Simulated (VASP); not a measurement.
# As (R-3m) in VASP: notebook

The runs below take As through single point, with r2SCAN.

All numbers are computed with VASP 6.6.1; they aren't measurements. Logs are shortened: lines on timing, memory, paths and dates and some standing lists are left out, and cuts for length are marked.

### 1 The cell of the first run

The structure is trigonal, space group R-3m (No. 166). The conventional cell has a = 3.590 Å, b = 3.590 Å, c = 15.163 Å, α = 90.00°, β = 90.00°, γ = 120.00°. As (site symmetry 3m) has 3 As at 2.48 Å within 3.3 Å.

### 2 Single point, r2SCAN

Contents of POSCAR:

```
As
1.0
    1.7950784285      1.0363890139      5.0542643309
   -1.7950784285      1.0363890139      5.0542643309
    0.0000000000     -2.0727780278      5.0542643309
As
2
Direct
    0.7883402482      0.7883402482      0.7883402482
    0.2116597518      0.2116597518      0.2116597518
```

Contents of INCAR.step1:

```
ALGO = Normal
EDIFF = 1E-4
ENCUT = 520
GGA = PE
ISMEAR = 1
LASPH = T
LCHARG = F
LREAL = F
LWAVE = T
NBANDS = 12
NELM = 80
PREC = Accurate
SIGMA = 0.2
```

Contents of INCAR.step2:

```
ALGO = Normal
EDIFF = 1E-6
ENCUT = 520
ISIF = 2
ISMEAR = 1
ISTART = 1
LASPH = T
LCHARG = T
LELF = T
LMIXTAU = T
LREAL = F
LVHAR = T
LWAVE = F
METAGGA = R2SCAN
NBANDS = 12
NELM = 80
PREC = Accurate
SIGMA = 0.2
```

Contents of KPOINTS:

```
k-points
0
Gamma
  10 10 10
```

Potentials or basis: VASP PAW PBE potentials, release 64 (As).

Run with:

```console
cat potpaw_PBE.64/As/POTCAR > POTCAR
cp INCAR.step1 INCAR
mpirun -np 1 vasp_std > vasp.out
cp INCAR.step2 INCAR
mpirun -np 1 vasp_std > vasp.out
```

OUTCAR:

```text
EDIFF = 1E-6
   ENCUT = 520
   ISIF = 2
   ISMEAR = 1
   ISTART = 1
   LASPH = T
   LREAL = F
   METAGGA = R2SCAN
   NELM = 80
   PREC = Accurate

 ion  position               nearest neighbor table
   1  0.788  0.788  0.788-   2 2.48   2 2.48   2 2.48
   2  0.212  0.212  0.212-   1 2.48   1 2.48   1 2.48

  LATTYP: Found a trigonal (rhomboedric) cell.
 ALAT       =     5.4627828695
 COS(alpha) =     0.7840421605

  Lattice vectors:

 A1 = (   1.7950784285,   1.0363890139,   5.0542643309)
 A2 = (  -1.7950784285,   1.0363890139,   5.0542643309)
 A3 = (   0.0000000000,  -2.0727780278,   5.0542643309)

Analysis of symmetry for initial positions (statically):
=====================================================================
 Subroutine PRICEL returns:
 Original cell was already a primitive cell.

 Routine SETGRP: Setting up the symmetry group for a
 trigonal (rhombohedral) supercell.

 Subroutine GETGRP returns: Found 12 space group operations
 (whereof 12 operations were pure point group operations)
 out of a pool of 12 trial point group operations.

The static configuration has the point symmetry D_3d.

Analysis of symmetry for dynamics (positions and initial velocities):
=====================================================================
 Subroutine PRICEL returns:
 Original cell was already a primitive cell.

 Routine SETGRP: Setting up the symmetry group for a
 trigonal (rhombohedral) supercell.

 Subroutine GETGRP returns: Found 12 space group operations
 (whereof 12 operations were pure point group operations)
 out of a pool of 12 trial point group operations.

The dynamic configuration has the point symmetry D_3d.

 Subroutine INISYM returns: Found 12 space group operations
 (whereof 12 operations are pure point group operations),
 and found     1 'primitive' translations

----------------------------------------------------------------------------------------

                                     Primitive cell

  volume of cell :      56.4177

  direct lattice vectors                    reciprocal lattice vectors
     1.795078429  1.036389014  5.054264331     0.278539362  0.160814776  0.065950910
    -1.795078429  1.036389014  5.054264331    -0.278539362  0.160814776  0.065950910
     0.000000000 -2.072778028  5.054264331     0.000000000 -0.321629551  0.065950910

  length of vectors
     5.462782869  5.462782869  5.462782869     0.328321627  0.328321627  0.328321627

  position of ions in fractional coordinates (direct lattice)
     0.788340248  0.788340248  0.788340248
     0.211659752  0.211659752  0.211659752

  ion indices of the primitive-cell ions
   primitive index   ion index
                 1           1
                 2           2

----------------------------------------------------------------------------------------

 KPOINTS: k-points

Automatic generation of k-mesh.
 Grid dimensions read from file:
 generate k-points for:   10   10   10

 Generating k-lattice:

  Cartesian coordinates                     Fractional coordinates (reciprocal lattice)
     0.027853936  0.016081478  0.006595091     0.100000000 -0.000000000  0.000000000
    -0.027853936  0.016081478  0.006595091    -0.000000000  0.100000000  0.000000000
     0.000000000 -0.032162955  0.006595091     0.000000000  0.000000000  0.100000000

  Length of vectors
     0.032832163  0.032832163  0.032832163

  Shift w.r.t. Gamma in fractional coordinates (k-lattice)
     0.000000000  0.000000000  0.000000000

 Subroutine IBZKPT returns following result:
 ===========================================

 Found    116 irreducible k-points:

 Following reciprocal coordinates:
            Coordinates               Weight
  0.000000  0.000000  0.000000      1.000000
  0.100000  0.000000  0.000000      6.000000
  0.200000  0.000000  0.000000      6.000000
  0.300000 -0.000000 -0.000000      6.000000
  0.400000 -0.000000  0.000000      6.000000
  0.500000  0.000000 -0.000000      3.000000
[... 16 lines left out ...]
  0.300000  0.300000 -0.000000      6.000000
  0.400000  0.300000 -0.000000     12.000000
 [... further k-points ...]
   k-points           NKPTS =    116   k-points in BZ     NKDIM =    116   number of bands    NBANDS=     12
   number of dos      NEDOS =    301   number of ions     NIONS =      2
   total plane-waves  NPLWV =  74088
   dimension x,y,z NGX =    42 NGY =   42 NGZ =   42
   dimension x,y,z NGXF=    84 NGYF=   84 NGZF=   84
   ions per type =               2
   NGX,Y,Z   is equivalent  to a cutoff of  12.78, 12.78, 12.78 a.u.
   NGXF,Y,Z  is equivalent  to a cutoff of  25.56, 25.56, 25.56 a.u.
 SYSTEM =  unknown system
   PREC   = accura    normal or accurate (medium, high low for compatibility)
   ISTART =      1    job   : 0-new  1-cont  2-samecut
   ICHARG =      0    charge: 1-file 2-atom 10-const
   ISPIN  =      1    spin polarized calculation?
   LNONCOLLINEAR =      F non collinear calculations
   LSORBIT =      F    spin-orbit coupling
   LASPH  =      T    aspherical Exc in radial PAW
   ENCUT  =  520.0 eV  38.22 Ry    6.18 a.u.  10.16 10.16 10.16*2*pi/ulx,y,z
   NELM   =     80;   NELMIN=  2; NELMDL=  0     # of ELM steps
   EDIFF  = 0.1E-05   stopping-criterion for ELM
   LREAL  =      F    real-space projection
   EDIFFG = 0.1E-04   stopping-criterion for IOM
   NSW    =      0    number of steps for IOM
   IBRION =     -1    ionic relax: 0-MD 1-quasi-New 2-CG
   NFREE  =      0    steps in history (QN), initial steepest desc. (CG)
   ISIF   =      2    stress and relaxation
   ISYM   =      2    0-nonsym 1-usesym 2-fastsym
   POTIM  = 0.5000    time-step for ionic-motion
   TEBEG  =    0.0;   TEEND  =   0.0 temperature during run
   PSTRESS=    0.0 pullay stress
   NELECT =      10.0000    total number of electrons
   NUPDOWN=      -1.0000    fix difference up-down
   EMIN   =  10.00;   EMAX   =-10.00  energy-range for DOS
   EFERMI =   0.00;   METHOD = LEGACY
   ISMEAR =     1;   SIGMA  =   0.20  broadening in eV -4-tet -1-fermi 0-gaus
   EFERMI_NEDOS =   21; number of points for ismear=-14 and -15
   IALGO  =     38    algorithm
   IMIX   =      4    mixing-type and parameters
     AMIX     =   0.40;   BMIX     =  1.00
     AMIX_MAG =   1.60;   BMIX_MAG =  1.00
  volume/ion in A,a.u.               =      28.21       190.36
  Fermi-wavevector in a.u.,A,eV,Ry     =   0.919609  1.737808 11.506174  0.845680
  Thomas-Fermi vector in A             =   2.044822
   LORBIT       =      0    0 simple, 1 ext, 2 COOP (PROOUT), +10 PAW based schemes
   METAGGA = R2SCAN    functional components
   LHFCALC =     F    Hartree Fock is set to
   AEXX    =    0.0000 exact exchange contribution
   IVDW    =     0    specifies the selected vdW correction
   LEPSILON=     F    determine dielectric tensor
   LRPA    =     F    only Hartree local field effects (RPA)
 non-spin polarized calculation
 Methfessel and Paxton  Order N= 1 SIGMA  =   0.20
  energy-cutoff  :      520.00
  volume of cell :       56.42
 maximum number of plane-waves:      1543
 NGX is ok and might be reduce to    42
   NGX = 21   NGY = 21   NGZ = 21

 number of electron      10.0000000 magnetization

 Free energy of the ion-electron system (eV)
  ---------------------------------------------------
  ext. energy  EPLUGINS =         0.00000000
  ---------------------------------------------------
  free energy    TOTEN  =       -29.41828169 eV

  energy without entropy =      -29.41864032  energy(sigma->0) =      -29.41840123

 E-fermi :   2.7795     XC(G=0):  -8.8529

 val. band max:        2.7361238176   @ k =   0.5000   0.5000   0.5000
 cond. band min:       3.3410709720   @ k =   0.4000  -0.0000   0.0000
 fundamental gap:      0.6049471544
 Fermi energy:         2.7794994029

 k-point     1 :       0.0000    0.0000    0.0000
  band No.  band energies     occupation
      1     -12.4215      2.00000
      2      -5.1113      2.00000
      3       0.3514      2.00000
      4       1.7015      2.00000
      5       1.7015      2.00000
      6       4.5941     -0.00000
      7       5.6373     -0.00000
      8       5.6373     -0.00000
      9      11.2414      0.00000
     10      12.2820      0.00000
     11      12.2820      0.00000
     12      12.7826      0.00000

 k-point     2 :       0.1000    0.0000    0.0000
  band No.  band energies     occupation
      1     -12.2788      2.00000
      2      -5.1281      2.00000
      3       0.4572      2.00000
      4       0.6432      2.00000
      5       1.4125      2.00000
      6       4.9699     -0.00000
      7       5.8606     -0.00000
      8       5.9188     -0.00000
      9      10.5181      0.00000
     10      11.8020      0.00000
     11      12.1050      0.00000
     12      12.6882      0.00000

 k-point     3 :       0.2000    0.0000    0.0000
  band No.  band energies     occupation
      1     -11.8567      2.00000
      2      -5.3055      2.00000
      3      -0.8665      2.00000
      4       0.7960      2.00000
      5       0.8205      2.00000
      6       4.1229     -0.00000
      7       6.3624     -0.00000
      8       6.7011     -0.00000
      9       9.7910      0.00000
     10      11.0366      0.00000
     11      12.3279      0.00000
     12      13.7615      0.00000
[... 286 lines left out ...]
 k-point    23 :       0.3000    0.3000   -0.0000
  band No.  band energies     occupation
      1     -11.1625      2.00000
      2      -5.9603      2.00000
      3      -1.9045      2.00000
      4       0.2012      2.00000
      5       0.9439      2.00000
      6       3.9823     -0.00000
      7       6.0975     -0.00000
      8       6.8810      0.00000
      9      10.0432      0.00000
     10      11.9996      0.00000
     11      13.0564      0.00000
     12      13.6591      0.00000

 k-point    24 :       0.4000    0.3000   -0.0000
  band No.  band energies     occupation
      1     -10.6471      2.00000
      2      -6.5117      2.00000
      3      -1.9673      2.00000
      4      -0.6468      2.00000
      5       0.7890      2.00000
      6       4.7235     -0.00000
      7       6.2155     -0.00000
      8       6.4258     -0.00000
      9       9.7308      0.00000
     10      11.9961      0.00000
     11      12.9760      0.00000
     12      13.7404      0.00000

 [... further k-points ...]

------------------------ aborting loop because EDIFF is reached ----------------------------------------

  FORCE on cell =-STRESS in cart. coord.  units (eV):
  Direction    XX          YY          ZZ          XY          YZ          ZX
  --------------------------------------------------------------------------------------
  -------------------------------------------------------------------------------------
  Total        0.0246002      0.0246002      0.0931374      0.0000000      0.0000000      0.0000000
  in kB        0.6986088      0.6986088      2.6449621      0.0000000      0.0000000      0.0000000
  external PRESSURE =       1.3473932 kB  Pullay stress =       0.0000000 kB

 VOLUME and BASIS-vectors are now :
 -----------------------------------------------------------------------------
  energy-cutoff  :      520.00
  volume of cell :       56.42
      direct lattice vectors                 reciprocal lattice vectors
     1.795078429  1.036389014  5.054264331     0.278539362  0.160814776  0.065950910
    -1.795078429  1.036389014  5.054264331    -0.278539362  0.160814776  0.065950910
     0.000000000 -2.072778028  5.054264331     0.000000000 -0.321629551  0.065950910

 POSITION                                       TOTAL-FORCE (eV/Angst)
 -----------------------------------------------------------------------------------
      0.00000      0.00000     11.95344         0.000000      0.000000     -0.061752
      0.00000      0.00000      3.20935         0.000000     -0.000000      0.061752
 -----------------------------------------------------------------------------------
    total drift:                               -0.000000     -0.000000      0.000000

  FREE ENERGIE OF THE ION-ELECTRON SYSTEM (eV)
  ---------------------------------------------------
  free  energy   TOTEN  =       -29.4182816864 eV

  energy  without entropy=      -29.4186403184  energy(sigma->0) =      -29.41840123
```

Run time: 10 min. Hardware: 1 thread of Intel Xeon 8259CL, shared host; peak memory 0.31 GiB.

Results:

```yaml
Free_energy: -29.4183 eV
Pressure: 0.1 GPa
Largest_force: 0.062 eV/Å
Band_gap_on_the_k_mesh: 0.60 eV (least direct gap 1.15 eV)
```

Forces on the atoms (eV/Å):
```
As   0.000  0.000 -0.062
As   0.000  0.000  0.062
```

Levels at points of the mesh, in eV from the valence-band top:
```csv
k point,band 2,band 3,band 4,band 5,band 6,band 7,band 8,band 9
"(0.00, 0.00, 0.00)",-7.85,-2.38,-1.03,-1.03,1.86,2.90,2.90,8.51
"(0.50, 0.00, 0.00)",-10.47,-4.27,-2.97,-2.03,0.95,1.71,3.71,6.01
"(0.50, 0.50, 0.00)",-10.35,-4.61,-3.05,-2.94,1.67,3.76,4.29,6.38
"(0.50, 0.50, 0.50)",-8.58,-1.01,-1.01,0.00,1.15,2.74,2.74,6.68
```

Caveat: the PAW data sets were made with another functional, which shifts forces and pressure a little. A k mesh can miss the band edges.

### 3 Single point, r2SCAN

POSCAR is that of step 2.

Contents of INCAR.step1:

```
  ALGO = Normal
  EDIFF = 1E-4
  ENCUT = 520
  GGA = PE
  ISMEAR = 1
  LASPH = True
  LCHARG = False
  LREAL = False
  LWAVE = True
  NBANDS = 12
  NELM = 60
  PREC = Accurate
  SIGMA = 0.3
```

Contents of INCAR.step2:

```
  ALGO = Normal
  EDIFF = 1E-7
  ENCUT = 520
  ISIF = 2
  ISMEAR = 1
  ISTART = 1
  LASPH = True
  LCHARG = False
  LMIXTAU = True
  LREAL = False
  LWAVE = False
  METAGGA = R2SCAN
  NBANDS = 12
  NELM = 60
  PREC = Accurate
  SIGMA = 0.3
```

KPOINTS is that of step 2.

Potentials or basis: VASP PAW PBE potentials, release 64 (As).

Run with:

```console
cat potpaw_PBE.64/As/POTCAR > POTCAR
cp INCAR.step1 INCAR
mpirun -np 1 vasp_std > vasp.out
cp INCAR.step2 INCAR
mpirun -np 1 vasp_std > vasp.out
```

It took 11 min on 1 thread of Intel Xeon 8259CL, shared host; peak memory 0.31 GiB.

The run converged. Its results:

```
Free energy            : -29.4177 eV
Pressure               : 0.1 GPa
Largest force          : 0.064 eV/Å
Band gap on the k mesh : 0.60 eV (least direct gap 1.15 eV)
```

Forces on the atoms (eV/Å):
```
As   0.000  0.000 -0.064
As   0.000  0.000  0.064
```

Stress tensor (GPa, compression positive):
```
0.07 0.00 0.00
0.00 0.07 0.00
0.00 0.00 0.29
```

Levels at points of the mesh, in eV from the valence-band top:
```csv
k point,band 1,band 2,band 3,band 4,band 5,band 6,band 7,band 8,band 9,band 10
"(0.00, 0.00, 0.00)",-15.16,-7.85,-2.38,-1.04,-1.04,1.86,2.90,2.90,8.50,9.55
"(0.50, 0.00, 0.00)",-12.51,-10.48,-4.27,-2.97,-2.03,0.95,1.71,3.71,6.01,8.96
"(0.50, 0.50, 0.00)",-12.51,-10.35,-4.61,-3.05,-2.94,1.67,3.76,4.29,6.38,9.02
"(0.50, 0.50, 0.50)",-15.07,-8.58,-1.02,-1.02,0.00,1.15,2.74,2.74,6.68,9.03
```

Caveat: the PAW data sets were made with another functional, which shifts forces and pressure a little.

[end of part 1 of 2]
